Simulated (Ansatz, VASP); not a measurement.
## One calculation of TiO2, two programs

Contents of INCAR:

```
ALGO = Normal
EDIFF = 1E-6
ENCUT = 520
GGA = PS
ISIF = 2
ISMEAR = 0
LASPH = True
LCHARG = True
LELF = True
LREAL = False
LVHAR = True
LWAVE = False
NBANDS = 33
NELM = 60
PREC = Accurate
SIGMA = 0.05
```

Contents of KPOINTS:

```
k-points
0
Gamma
  6 6 10
```

The input POSCAR:

```
TiO2
1.0
    4.5912476203      0.0114781191      0.0000000000
    0.0114781191      4.5912476203      0.0000000000
    0.0000000000      0.0000000000      2.9389940195
Ti O
2 4
Direct
    0.0000000000      0.0000000000      0.0000000000
    0.5000000000      0.5000000000      0.5000000000
    0.3044387440      0.3044387440      0.0000000000
    0.1955612560      0.8044387440      0.5000000000
    0.6955612560      0.6955612560      0.0000000000
    0.8044387440      0.1955612560      0.5000000000
```

Input for Ansatz:

```yaml
crystal:
  lattice:
    - [4.5912476203, 0.0114781191, 0.0]
    - [0.0114781191, 4.5912476203, 0.0]
    - [0.0, 0.0, 2.9389940195]
  atoms:
    - { symbol: Ti, position: [0.0, 0.0, 0.0] }
    - { symbol: Ti, position: [0.5, 0.5, 0.5] }
    - { symbol: O, position: [0.304438744, 0.304438744, 0.0] }
    - { symbol: O, position: [0.195561256, 0.804438744, 0.5] }
    - { symbol: O, position: [0.695561256, 0.695561256, 0.0] }
    - { symbol: O, position: [0.804438744, 0.195561256, 0.5] }
basis:
  ecutwfc: 420
kpoints:
  mp_grid: { grid: [6, 6, 10] }
hamiltonian:
  xc: pbesol
scf:
  occupations: { method: gaussian, width: 0.05 }
output:
  forces: true
  stress: true
  eigenvalues: true
```

Change from the starting cell: strain +0.0050 x Voigt [0, 0, 0, 0, 0, 1], atoms carried along.

Alike in both runs: task single point; functional PBEsol; k mesh 6 × 6 × 10; occupations gaussian, width 0.05 eV; no spin polarisation.

```csv
,VASP,Ansatz
version,VASP 6.6.1,Ansatz 0.2.0
potentials or method,"VASP PAW PBE potentials, release 64 (Ti_sv, O), cutoff 520 eV","scalar-relativistic, plane waves, PAW"
valence electrons in the cell,48,48
```

|  | VASP | Ansatz | Ansatz less VASP |
| --- | --- | --- | --- |
| gap on the k mesh at the Fermi level (eV) | 1.84 | 1.87 | +0.028 |
| least direct gap on the mesh (eV) | 1.84 | 1.87 | +0.028 |
| pressure (GPa) | 0.6 | 0.0 | -0.64 |
| traceless stress, the component that is largest in VASP (GPa) | -1.16 | -1.15 | +0.008 |
| rms of the force components (eV/Å) | 0.012 | 0.004 | -0.0083 |

VASP's potentials were made for PBE, not for PBEsol. Atom by atom the forces differ by 0.012 eV/Å (rms over components).
